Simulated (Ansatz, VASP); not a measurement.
# Rb2ZrBr6: VASP beside Ansatz

Contents of INCAR:

```
SYSTEM = Rb2ZrBr6
PREC = Accurate
ENCUT = 520
EDIFF = 1E-6
ISMEAR = 0
SIGMA = 0.1
LREAL = .FALSE.
LASPH = .TRUE.
NELM = 60
ALGO = Normal
ISIF = 2
LWAVE = .FALSE.
LCHARG = .FALSE.
GGA = PE
NBANDS = 46
```

File KPOINTS:

```
Automatic mesh
0
G
  4 4 2
  0 0 0
```

File POSCAR:

```
Rb2ZrBr6
1.0
    5.4804193800      0.0000000000      0.0000000000
    0.0000000000      5.4804193800      0.0000000000
    0.0000000000      0.0000000000     10.9608387700
Rb Zr Br
2 1 6
Direct
    0.5000000000      0.5000000000      0.2500000000
    0.5000000000      0.5000000000      0.7500000000
    0.0000000000      0.0000000000      0.0000000000
    0.5000000000      0.0000000000      0.0000000000
    0.0000000000      0.5000000000      0.0000000000
    0.0000000000      0.0000000000      0.2444658900
    0.5000000000      0.0000000000      0.5000000000
    0.0000000000      0.5000000000      0.5000000000
    0.0000000000      0.0000000000      0.7555341100
```

Input for Ansatz:

```yaml
crystal:
  lattice:
    - [5.48041938, 0.0, 0.0]
    - [0.0, 5.48041938, 0.0]
    - [0.0, 0.0, 10.96083877]
  atoms:
    - { symbol: Rb, position: [0.5, 0.5, 0.25] }
    - { symbol: Rb, position: [0.5, 0.5, 0.75] }
    - { symbol: Zr, position: [0.0, 0.0, 0.0] }
    - { symbol: Br, position: [0.5, 0.0, 0.0] }
    - { symbol: Br, position: [0.0, 0.5, 0.0] }
    - { symbol: Br, position: [0.0, 0.0, 0.24446589] }
    - { symbol: Br, position: [0.5, 0.0, 0.5] }
    - { symbol: Br, position: [0.0, 0.5, 0.5] }
    - { symbol: Br, position: [0.0, 0.0, 0.75553411] }
basis:
  ecutwfc: 420
kpoints:
  mp_grid: { grid: [4, 4, 2] }
hamiltonian:
  xc: pbe
scf:
  occupations: { method: gaussian, width: 0.1 }
  lower_state_search: "off"
output:
  forces: true
  stress: true
  eigenvalues: true
```

Alike in both runs: task single point; functional PBE; k mesh 4 × 4 × 2; occupations gaussian, width 0.1 eV; no spin polarisation.

|  | VASP | Ansatz |
| --- | --- | --- |
| version | VASP 6.6.1 | Ansatz 0.2.0 |
| potentials or method | VASP PAW PBE potentials, release 64 (Rb_sv, Zr_sv, Br), cutoff 520 eV | scalar-relativistic, plane waves, PAW |
| valence electrons in the cell | 72 | 72 |

```tsv
	VASP	Ansatz	Ansatz less VASP
gap on the k mesh at the Fermi level (eV)	none	none	-
pressure (GPa)	-1.4	-1.4	-0.01
traceless stress, the component that is largest in VASP (GPa)	-2.05	-2.05	0.000
rms of the force components (eV/Å)	0.371	0.372	+0.0010
```

Atom by atom the forces differ by 0.001 eV/Å (rms over components). A gap of «none» marks a metal or a gap that the smearing closes.
